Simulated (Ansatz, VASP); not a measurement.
# One calculation of Mg2Sn, two programs

```
Sn Mg
1.0
     0.00000    3.40731    3.40731
     3.40731    0.00000    3.40731
     3.40731    3.40731    0.00000
Sn Mg
1 2
Direct
  0.00000 0.00000 0.00000
  0.25000 0.25000 0.25000
  0.75000 0.75000 0.75000
```

Alike in both runs: task single point; functional PBE; k mesh 6 × 6 × 6; occupations fermi-dirac, width 0.02 eV; no spin polarisation.

|  | VASP | Ansatz |
| --- | --- | --- |
| version | VASP 6.6.1 | Ansatz 0.2.0 |
| potentials or method | VASP PAW PBE potentials, release 64 (Sn_d, Mg) | plane waves, PAW |
| plane-wave cutoff (eV) | 600 | 420 |
| valence electrons in the cell | 18 | 34 |

|  | VASP | Ansatz | Ansatz less VASP |
| --- | --- | --- | --- |
| pressure (GPa) | 0.0 | 0.0 | -0.04 |

VASP's potentials hold 18 valence electrons a cell and Ansatz's 34, so a difference there can come from the potentials and not from the codes.
